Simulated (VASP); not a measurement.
Here is a VASP 6.6.1 calculation.

File INCAR:

```
SYSTEM = Al4Ir
  PREC = Accurate
  ENCUT = 520
  EDIFF = 1E-6
  ISMEAR = 0
  SIGMA = 0.1
  LREAL = .False.
  LASPH = .True.
  NELM = 60
  ALGO = Fast
  ISIF = 2
  LWAVE = .False.
  LCHARG = .False.
  GGA = PE
  NBANDS = 18
```

File KPOINTS:

```
Automatic mesh
0
Gamma
  6 6 4
  0 0 0
```

The input POSCAR:

```
Al4Ir
1.0
    3.3763717900      0.0000000000      0.0000000000
    0.0000000000      3.3763717900      0.0000000000
    0.0000000000      0.0000000000      6.7038003700
Al Ir
4 1
Direct
    0.0000000000      0.0000000000      0.2622640100
    0.0000000000      0.0000000000      0.7377359900
    0.5000000000      0.5000000000      0.2301186400
    0.5000000000      0.5000000000      0.7698813600
    0.5000000000      0.5000000000      0.0000000000
```

Potentials or basis: VASP PAW PBE potentials, release 64 (Al, Ir).

Run with:

```sh
$ cat potpaw_PBE.64/Al/POTCAR potpaw_PBE.64/Ir/POTCAR > POTCAR
$ mpirun -np 1 vasp_std > vasp.out
```

Question: Predict the largest force.

Answer: 38.686 eV/Å.

Question: What does it give for the pressure?

Answer: 106.1 GPa.

Question: What does it give for the band gap on the k mesh?

Answer: Zero (an odd number of electrons rules out a gap without spin polarisation).

Forces in eV/Å, atoms in the order of the input:
```
Al    0.000   0.000   0.584
Al    0.000   0.000  -0.584
Al    0.000   0.000  38.686
Al    0.000   0.000 -38.686
Ir    0.000   0.000   0.000
```

Caveat: atoms lie so close that the PAW spheres overlap strongly, which falsifies energies and pressures; the cell stands under pressure; spin-orbit coupling is left out, which moves the levels of the heavy elements; forces of over 1 eV/Å act on the atoms, so gaps and moduli don't describe the material at rest.
